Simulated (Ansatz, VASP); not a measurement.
## Two plane-wave programs on NiO2

```
Ni O
1.0
     2.65251    0.00000    0.00000
    -1.32626    2.29714    0.00000
     0.00000    0.00000    4.56311
Ni O
1 2
Direct
  0.00000 0.00000 0.50000
  0.66667 0.33333 0.73051
  0.33333 0.66667 0.26949
```

Alike in both runs: task single point; functional LDA; k mesh 12 × 12 × 6; occupations gaussian, width 0.05 eV; no spin polarisation.

|  | VASP | Ansatz |
| --- | --- | --- |
| version | VASP 6.6.1 | Ansatz 0.2.0 |
| potentials or method | VASP PAW LDA potentials, release 64 (Ni_sv_GW, O), cutoff 600 eV | scalar-relativistic, plane waves, PAW |
| valence electrons in the cell | 30 | 30 |

|  | VASP | Ansatz | Ansatz less VASP |
| --- | --- | --- | --- |
| gap on the k mesh at the Fermi level (eV) | 0.85 | 0.87 | +0.016 |
| least direct gap on the mesh (eV) | 0.94 | 0.95 | +0.013 |
| pressure (GPa) | -1.0 | -1.2 | -0.19 |
| traceless stress, the component that is largest in VASP (GPa) | -18.29 | -17.87 | +0.415 |
| rms of the force components (eV/Å) | 0.663 | 0.725 | +0.0619 |

LDA's correlation is that of Perdew and Zunger in VASP and of Perdew and Wang (1992) in Ansatz. Atom by atom the forces differ by 0.062 eV/Å (rms over components).
